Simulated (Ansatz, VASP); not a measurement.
# Sc: VASP beside Ansatz

The input INCAR:

```
PREC = Accurate ; ENCUT = 520
EDIFF = 1E-6 ; ISMEAR = -1
SIGMA = 0.03 ; LREAL = False
LASPH = True ; NELM = 60
ALGO = Normal ; ISIF = 2
LWAVE = False ; LCHARG = True
GGA = PE ; LELF = True
LVHAR = True ; NBANDS = 12
```

KPOINTS

```
Automatic mesh
0
Gamma
  13 13 13
```

The input POSCAR:

```
Sc
1.0
    0.0000000000      2.3097180993      2.3097180993
    2.3097180993      0.0000000000      2.3097180993
    2.3097180993      2.3097180993      0.0000000000
Sc
1
Direct
    0.0000000000      0.0000000000      0.0000000000
```

Input for Ansatz:

```yaml
crystal:
  lattice:
    - [0.0, 2.3097180993, 2.3097180993]
    - [2.3097180993, 0.0, 2.3097180993]
    - [2.3097180993, 2.3097180993, 0.0]
  atoms:
    - { symbol: Sc, position: [0.0, 0.0, 0.0] }
kpoints:
  mp_grid: { grid: [13, 13, 13] }
  band_path:
    path:
      - [0.0, 0.0, 0.0]
      - [0.5, 0.0, 0.5]
      - [0.625, 0.25, 0.625]
      - [0.375, 0.375, 0.75]
      - [0.0, 0.0, 0.0]
      - [0.5, 0.5, 0.5]
      - [0.5, 0.25, 0.75]
      - [0.5, 0.0, 0.5]
    npoints: 5
scf:
  occupations: { method: fermi_dirac, width: 0.03 }
hamiltonian:
  xc: pbe
  pseudopotentials:
    kind: all_electron
    lapw: { basis_error: 0.00025 }
    relativity: none
output:
  forces: true
  stress: true
  eigenvalues: true
```

Alike in both runs: task single point; functional PBE; k mesh 13 × 13 × 13; occupations fermi-dirac, width 0.03 eV; no spin polarisation.

```csv
,VASP,Ansatz
version,VASP 6.6.1,Ansatz 0.2.0
potentials or method,"VASP PAW PBE potentials, release 64 (Sc_sv), cutoff 520 eV","all-electron LAPW, non-relativistic"
```

```csv
,VASP,Ansatz,Ansatz less VASP
pressure (GPa),0.0,0.0,-0.02
```

Ansatz ran all-electron here, and VASP with PAW potentials.
